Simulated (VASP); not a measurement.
# KTaO3 (Pm-3m) in VASP: notebook

KTaO3 is run at these levels: r2SCAN, PBEsol, LDA; tasks: single point, relaxation of cell and atoms.

All numbers are computed with VASP 6.6.1; they aren't measurements. Logs are shortened: lines on timing, memory, paths and dates and some standing lists are left out, and cuts for length are marked.

**1. The cell of the first run**

The structure is cubic, space group Pm-3m (No. 221). The conventional cell has a = 3.990 Å, b = 3.990 Å, c = 3.990 Å, α = 90.00°, β = 90.00°, γ = 90.00°. Within 3.7 Å of K (site symmetry m-3m) lie 12 O at 2.82 Å and 8 Ta at 3.46 Å. Within 2.6 Å of Ta (site symmetry m-3m) lie 6 O at 2.00 Å. Within 2.6 Å of O (site symmetry 4/mmm) lie 2 Ta at 2.00 Å.

**2. Single point, r2SCAN**

Contents of POSCAR:

```
KTaO3
1.0
    3.9901309440      0.0000000000      0.0000000000
    0.0000000000      3.9901309440      0.0000000000
    0.0000000000      0.0000000000      3.9901309440
K Ta O
1 1 3
Direct
    0.5000000000      0.5000000000      0.5000000000
    0.0000000000      0.0000000000      0.0000000000
    0.5000000000      0.0000000000      0.0000000000
    0.0000000000      0.5000000000      0.0000000000
    0.0000000000      0.0000000000      0.5000000000
```

Contents of INCAR.step1:

```
PREC = Accurate ; ENCUT = 520
ISMEAR = -1 ; SIGMA = 0.02
LREAL = False ; LASPH = True
NELM = 60 ; NBANDS = 27
GGA = PE ; ALGO = Normal
EDIFF = 1E-4 ; LWAVE = True
LCHARG = False
```

Contents of INCAR.step2:

```
PREC = Accurate ; ENCUT = 520
EDIFF = 1E-6 ; ISMEAR = -1
SIGMA = 0.02 ; LREAL = False
LASPH = True ; NELM = 60
ALGO = Normal ; ISIF = 2
LWAVE = False ; LCHARG = True
METAGGA = R2SCAN ; LMIXTAU = True
LELF = True ; LVHAR = True
NBANDS = 27 ; ISTART = 1
```

Contents of KPOINTS:

```
Automatic mesh
0
Gamma
  6 6 6
```

Potentials or basis: VASP PAW PBE potentials, release 64 (K_sv, Ta_pv, O).

Command:

```
> cat potpaw_PBE.64/K_sv/POTCAR potpaw_PBE.64/Ta_pv/POTCAR potpaw_PBE.64/O/POTCAR > POTCAR
> cp INCAR.step1 INCAR
> mpirun -np 1 vasp_std > vasp.out
> cp INCAR.step2 INCAR
> mpirun -np 1 vasp_std > vasp.out
```

OUTCAR:

```text
PREC = Accurate
   ENCUT = 520
   EDIFF = 1E-6
   ISMEAR = -1
   LREAL = False
   LASPH = True
   NELM = 60
   ISIF = 2
   METAGGA = R2SCAN
   ISTART = 1

 ion  position               nearest neighbor table
   1  0.500  0.500  0.500-   3 2.82   4 2.82   5 2.82   3 2.82   4 2.82   3 2.82   5 2.82   3 2.82
                             4 2.82   5 2.82   4 2.82   5 2.82   2 3.46   2 3.46   2 3.46   2 3.46
   2  0.000  0.000  0.000-   3 2.00   4 2.00   5 2.00   5 2.00   4 2.00   3 2.00   1 3.46   1 3.46
                             1 3.46   1 3.46   1 3.46   1 3.46   1 3.46   1 3.46
   3  0.500  0.000  0.000-   2 2.00   2 2.00   1 2.82   1 2.82   1 2.82   1 2.82
   4  0.000  0.500  0.000-   2 2.00   2 2.00   1 2.82   1 2.82   1 2.82   1 2.82
   5  0.000  0.000  0.500-   2 2.00   2 2.00   1 2.82   1 2.82   1 2.82   1 2.82

  LATTYP: Found a simple cubic cell.
 ALAT       =     3.9901309440

  Lattice vectors:

 A1 = (   3.9901309440,   0.0000000000,   0.0000000000)
 A2 = (   0.0000000000,   3.9901309440,   0.0000000000)
 A3 = (   0.0000000000,   0.0000000000,   3.9901309440)

Analysis of symmetry for initial positions (statically):
=====================================================================
 Subroutine PRICEL returns:
 Original cell was already a primitive cell.

 Routine SETGRP: Setting up the symmetry group for a
 simple cubic supercell.

 Subroutine GETGRP returns: Found 48 space group operations
 (whereof 48 operations were pure point group operations)
 out of a pool of 48 trial point group operations.

The static configuration has the point symmetry O_h .

Analysis of symmetry for dynamics (positions and initial velocities):
=====================================================================
 Subroutine PRICEL returns:
 Original cell was already a primitive cell.

 Routine SETGRP: Setting up the symmetry group for a
 simple cubic supercell.

 Subroutine GETGRP returns: Found 48 space group operations
 (whereof 48 operations were pure point group operations)
 out of a pool of 48 trial point group operations.

The dynamic configuration has the point symmetry O_h .

 Subroutine INISYM returns: Found 48 space group operations
 (whereof 48 operations are pure point group operations),
 and found     1 'primitive' translations

----------------------------------------------------------------------------------------

                                     Primitive cell

  volume of cell :      63.5275

  direct lattice vectors                    reciprocal lattice vectors
     3.990130944  0.000000000  0.000000000     0.250618342  0.000000000  0.000000000
     0.000000000  3.990130944  0.000000000     0.000000000  0.250618342  0.000000000
     0.000000000  0.000000000  3.990130944     0.000000000  0.000000000  0.250618342

  length of vectors
     3.990130944  3.990130944  3.990130944     0.250618342  0.250618342  0.250618342

  position of ions in fractional coordinates (direct lattice)
     0.500000000  0.500000000  0.500000000
     0.000000000  0.000000000  0.000000000
     0.500000000  0.000000000  0.000000000
     0.000000000  0.500000000  0.000000000
     0.000000000  0.000000000  0.500000000

  ion indices of the primitive-cell ions
   primitive index   ion index
                 1           1
                 2           2
                 3           3
                 4           4
                 5           5

----------------------------------------------------------------------------------------

 KPOINTS: Automatic mesh

Automatic generation of k-mesh.
 Grid dimensions read from file:
 generate k-points for:    6    6    6

 Generating k-lattice:

  Cartesian coordinates                     Fractional coordinates (reciprocal lattice)
     0.041769724  0.000000000  0.000000000     0.166666667  0.000000000  0.000000000
     0.000000000  0.041769724  0.000000000     0.000000000  0.166666667  0.000000000
     0.000000000  0.000000000  0.041769724     0.000000000  0.000000000  0.166666667

  Length of vectors
     0.041769724  0.041769724  0.041769724

  Shift w.r.t. Gamma in fractional coordinates (k-lattice)
     0.000000000  0.000000000  0.000000000

 Subroutine IBZKPT returns following result:
 ===========================================

 Found     20 irreducible k-points:

 Following reciprocal coordinates:
            Coordinates               Weight
  0.000000  0.000000  0.000000      1.000000
  0.166667  0.000000  0.000000      6.000000
  0.333333  0.000000  0.000000      6.000000
  0.500000  0.000000  0.000000      3.000000
  0.166667  0.166667  0.000000     12.000000
  0.333333  0.166667  0.000000     24.000000
[... 12 lines left out ...]
  0.500000  0.500000  0.333333      6.000000
  0.500000  0.500000  0.500000      1.000000
   k-points           NKPTS =     20   k-points in BZ     NKDIM =     20   number of bands    NBANDS=     27
   number of dos      NEDOS =    301   number of ions     NIONS =      5
   total plane-waves  NPLWV =  27000
   dimension x,y,z NGX =    30 NGY =   30 NGZ =   30
   dimension x,y,z NGXF=    60 NGYF=   60 NGZF=   60
   ions per type =               1   1   3
   NGX,Y,Z   is equivalent  to a cutoff of  12.50, 12.50, 12.50 a.u.
   NGXF,Y,Z  is equivalent  to a cutoff of  25.00, 25.00, 25.00 a.u.
 SYSTEM =  unknown system
   PREC   = accura    normal or accurate (medium, high low for compatibility)
   ISTART =      1    job   : 0-new  1-cont  2-samecut
   ICHARG =      0    charge: 1-file 2-atom 10-const
   ISPIN  =      1    spin polarized calculation?
   LNONCOLLINEAR =      F non collinear calculations
   LSORBIT =      F    spin-orbit coupling
   LASPH  =      T    aspherical Exc in radial PAW
   ENCUT  =  520.0 eV  38.22 Ry    6.18 a.u.   7.42  7.42  7.42*2*pi/ulx,y,z
   NELM   =     60;   NELMIN=  2; NELMDL=  0     # of ELM steps
   EDIFF  = 0.1E-05   stopping-criterion for ELM
   LREAL  =      F    real-space projection
   EDIFFG = 0.1E-04   stopping-criterion for IOM
   NSW    =      0    number of steps for IOM
   IBRION =     -1    ionic relax: 0-MD 1-quasi-New 2-CG
   NFREE  =      0    steps in history (QN), initial steepest desc. (CG)
   ISIF   =      2    stress and relaxation
   ISYM   =      2    0-nonsym 1-usesym 2-fastsym
   POTIM  = 0.5000    time-step for ionic-motion
   TEBEG  =    0.0;   TEEND  =   0.0 temperature during run
   PSTRESS=    0.0 pullay stress
   NELECT =      38.0000    total number of electrons
   NUPDOWN=      -1.0000    fix difference up-down
   EMIN   =  10.00;   EMAX   =-10.00  energy-range for DOS
   EFERMI =   0.00;   METHOD = LEGACY
   ISMEAR =    -1;   SIGMA  =   0.02  broadening in eV -4-tet -1-fermi 0-gaus
   EFERMI_NEDOS =   21; number of points for ismear=-14 and -15
   IALGO  =     38    algorithm
   IMIX   =      4    mixing-type and parameters
     AMIX     =   0.40;   BMIX     =  1.00
     AMIX_MAG =   1.60;   BMIX_MAG =  1.00
  volume/ion in A,a.u.               =      12.71        85.74
  Fermi-wavevector in a.u.,A,eV,Ry     =   1.379375  2.606640 25.887454  1.902674
  Thomas-Fermi vector in A             =   2.504350
   LORBIT       =      0    0 simple, 1 ext, 2 COOP (PROOUT), +10 PAW based schemes
   METAGGA = R2SCAN    functional components
   LHFCALC =     F    Hartree Fock is set to
   AEXX    =    0.0000 exact exchange contribution
   IVDW    =     0    specifies the selected vdW correction
   LEPSILON=     F    determine dielectric tensor
   LRPA    =     F    only Hartree local field effects (RPA)
 non-spin polarized calculation
  energy-cutoff  :      520.00
  volume of cell :       63.53
 maximum number of plane-waves:      1743
 NGX is ok and might be reduce to    30
   NGX = 15   NGY = 15   NGZ = 15

 number of electron      37.9999976 magnetization

 Free energy of the ion-electron system (eV)
  ---------------------------------------------------
  ext. energy  EPLUGINS =         0.00000000
  ---------------------------------------------------
  free energy    TOTEN  =       -87.16250014 eV

  energy without entropy =      -87.16250014  energy(sigma->0) =      -87.16250014

 E-fermi :   1.8436     XC(G=0): -11.5497

 val. band max:        1.4103860615   @ k =   0.5000   0.5000   0.5000
 cond. band min:       4.0049342434   @ k =   0.0000   0.0000   0.0000
 fundamental gap:      2.5945481818
 Fermi energy:         1.8436304035

 k-point     1 :       0.0000    0.0000    0.0000
  band No.  band energies     occupation
      1     -33.8759      2.00000
      2     -33.8759      2.00000
      3     -33.8759      2.00000
      4     -27.0405      2.00000
      5     -17.1366      2.00000
      6     -16.4685      2.00000
[... 19 lines left out ...]
     26      10.0431      0.00000
     27      10.0431      0.00000

 k-point     2 :       0.1667    0.0000    0.0000
  band No.  band energies     occupation
      1     -33.9013      2.00000
      2     -33.8750      2.00000
      3     -33.8750      2.00000
      4     -27.0337      2.00000
      5     -17.0671      2.00000
      6     -16.4629      2.00000
[... 19 lines left out ...]
     26      10.3970      0.00000
     27      10.4592      0.00000

 k-point     3 :       0.3333    0.0000    0.0000
  band No.  band energies     occupation
      1     -33.9513      2.00000
      2     -33.8733      2.00000
      3     -33.8733      2.00000
      4     -27.0202      2.00000
      5     -17.0282      2.00000
      6     -16.4522      2.00000
[... 19 lines left out ...]
     26      11.1488      0.00000
     27      12.0098      0.00000

 k-point     4 :       0.5000    0.0000    0.0000
  band No.  band energies     occupation
      1     -33.9760      2.00000
      2     -33.8724      2.00000
      3     -33.8724      2.00000
      4     -27.0134      2.00000
      5     -17.0329      2.00000
      6     -16.4463      2.00000
[... 19 lines left out ...]
     26      11.5547      0.00000
     27      12.6406      0.00000

 k-point     5 :       0.1667    0.1667    0.0000
  band No.  band energies     occupation
      1     -33.9006      2.00000
      2     -33.9000      2.00000
      3     -33.8742      2.00000
      4     -27.0278      2.00000
      5     -16.9696      2.00000
      6     -16.3592      2.00000
[... 19 lines left out ...]
     26      10.7297      0.00000
     27      10.8184      0.00000

 k-point     6 :       0.3333    0.1667    0.0000
  band No.  band energies     occupation
      1     -33.9502      2.00000
      2     -33.8984      2.00000
      3     -33.8724      2.00000
      4     -27.0159      2.00000
      5     -16.8974      2.00000
      6     -16.3206      2.00000
[... 324 lines left out ...]
      1     -33.9455      2.00000
      2     -33.9449      2.00000
      3     -33.9449      2.00000
      4     -26.9960      2.00000
      5     -16.0339      2.00000
      6     -15.7881      2.00000
[... 19 lines left out ...]
     26      13.2019      0.00000
     27      13.2041      0.00000

 k-point    18 :       0.5000    0.3333    0.3333
  band No.  band energies     occupation
      1     -33.9695      2.00000
      2     -33.9443      2.00000
      3     -33.9440      2.00000
      4     -26.9922      2.00000
      5     -15.9485      2.00000
      6     -15.7734      2.00000
[... 19 lines left out ...]
     26      13.2120      0.00000
     27      13.3778      0.00000

 k-point    19 :       0.5000    0.5000    0.3333
  band No.  band energies     occupation
      1     -33.9685      2.00000
      2     -33.9685      2.00000
      3     -33.9432      2.00000
      4     -26.9885      2.00000
      5     -15.8441      2.00000
      6     -15.5357      2.00000
[... 19 lines left out ...]
     26      12.6072      0.00000
     27      13.4822      0.00000

 k-point    20 :       0.5000    0.5000    0.5000
  band No.  band energies     occupation
      1     -33.9675      2.00000
      2     -33.9675      2.00000
      3     -33.9675      2.00000
      4     -26.9848      2.00000
      5     -15.5166      2.00000
      6     -15.5166      2.00000
[... 19 lines left out ...]
     26      12.4877      0.00000
     27      13.2673      0.00000

------------------------ aborting loop because EDIFF is reached ----------------------------------------

  FORCE on cell =-STRESS in cart. coord.  units (eV):
  Direction    XX          YY          ZZ          XY          YZ          ZX
  --------------------------------------------------------------------------------------
  -------------------------------------------------------------------------------------
  Total        0.3682166      0.3682166      0.3682166     -0.0000000      0.0000000     -0.0000000
  in kB        9.2865106      9.2865106      9.2865106     -0.0000000      0.0000000     -0.0000000
  external PRESSURE =       9.2865106 kB  Pullay stress =       0.0000000 kB

 VOLUME and BASIS-vectors are now :
 -----------------------------------------------------------------------------
  energy-cutoff  :      520.00
  volume of cell :       63.53
      direct lattice vectors                 reciprocal lattice vectors
     3.990130944  0.000000000  0.000000000     0.250618342  0.000000000  0.000000000
     0.000000000  3.990130944  0.000000000     0.000000000  0.250618342  0.000000000
     0.000000000  0.000000000  3.990130944     0.000000000  0.000000000  0.250618342

 POSITION                                       TOTAL-FORCE (eV/Angst)
 -----------------------------------------------------------------------------------
      1.99507      1.99507      1.99507         0.000000      0.000000      0.000000
      0.00000      0.00000      0.00000         0.000000      0.000000      0.000000
      1.99507      0.00000      0.00000         0.000000      0.000000      0.000000
      0.00000      1.99507      0.00000         0.000000      0.000000      0.000000
      0.00000      0.00000      1.99507         0.000000      0.000000      0.000000
 -----------------------------------------------------------------------------------
    total drift:                                0.000000     -0.000000      0.000000

  FREE ENERGIE OF THE ION-ELECTRON SYSTEM (eV)
  ---------------------------------------------------
  free  energy   TOTEN  =       -87.1625001420 eV

  energy  without entropy=      -87.1625001420  energy(sigma->0) =      -87.16250014
```

Run time: 77 s. Hardware: 1 thread of Intel Xeon 6975P-C (Granite Rapids), shared host; peak memory 0.19 GiB.

Results:

```yaml
Free_energy: -87.1625 eV
Pressure: 0.9 GPa
Band_gap_on_the_k_mesh: 2.59 eV, indirect (least direct gap 3.25 eV)
```

Levels at points of the mesh, in eV from the valence-band top:
```
           k point  band 15  band 16  band 17  band 18  band 19  band 20  band 21  band 22  band 23  band 24
(0.00, 0.00, 0.00)    -1.09    -1.09    -0.65    -0.65    -0.65     2.59     2.59     2.59     7.05     7.05
(0.50, 0.00, 0.00)    -2.40    -2.15    -1.54    -0.89    -0.89     2.75     5.43     5.43     7.08     9.09
(0.50, 0.50, 0.00)    -2.82    -1.74    -1.46    -1.46    -0.04     5.46     5.46     6.77     8.09    10.81
(0.50, 0.50, 0.50)    -3.96    -3.96     0.00     0.00     0.00     6.91     6.91     6.91     9.66     9.66
```

Caveat: the PAW data sets were made with another functional, which shifts forces and pressure a little; spin-orbit coupling is left out, which moves the levels of the heavy elements.

(Part 1 of 3 ends here.)
